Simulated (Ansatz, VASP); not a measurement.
**Ta in VASP and in Ansatz**

Contents of INCAR:

```
SYSTEM = Ta
PREC = Accurate
ENCUT = 520
EDIFF = 1E-6
ISMEAR = -1
SIGMA = 0.05
LREAL = .FALSE.
LASPH = .TRUE.
NELM = 100
ALGO = Normal
ISIF = 2
LWAVE = .FALSE.
LCHARG = .FALSE.
GGA = PE
NBANDS = 12
```

Contents of KPOINTS:

```
Automatic mesh
0
G
  16 16 16
  0 0 0
```

POSCAR

```
Ta
1.0
   -1.4601084332      1.4601084332      1.4601084332
    1.4601084332     -1.4601084332      1.4601084332
    1.4601084332      1.4601084332     -1.4601084332
Ta
1
Direct
    0.0000000000      0.0000000000      0.0000000000
```

Input for Ansatz:

```yaml
crystal:
  lattice:
    - [-1.4601084332, 1.4601084332, 1.4601084332]
    - [1.4601084332, -1.4601084332, 1.4601084332]
    - [1.4601084332, 1.4601084332, -1.4601084332]
  atoms:
    - { symbol: Ta, position: [0.0, 0.0, 0.0] }
kpoints:
  mp_grid: { grid: [16, 16, 16] }
scf:
  occupations: { method: fermi_dirac, width: 0.05 }
hamiltonian:
  xc: pbe
  pseudopotentials: { kind: all_electron, lapw: { basis_error: 0.001 } }
output:
  forces: true
  stress: true
  eigenvalues: true
  populations: true
```

Change from the starting cell: volume scaled by 0.68, LAPW.

Alike in both runs: task single point; functional PBE; k mesh 16 × 16 × 16; occupations fermi-dirac, width 0.05 eV; no spin polarisation.

|  | VASP | Ansatz |
| --- | --- | --- |
| version | VASP 6.6.1 | Ansatz 0.2.0 |
| potentials or method | VASP PAW PBE potentials, release 64 (Ta_pv), cutoff 520 eV | all-electron LAPW, scalar-relativistic |

Ansatz gave:

```
pressure (GPa) : 150.7
```

Q: Which values does VASP return?

A: Pressure (GPa): 155.1.

Both programs put the cell under a high pressure, so it lies far from rest at this level. Ansatz ran all-electron here, and VASP with PAW potentials.

Neither program's run includes spin-orbit coupling. Noted on VASP's run: the cell as given lies far from equilibrium.
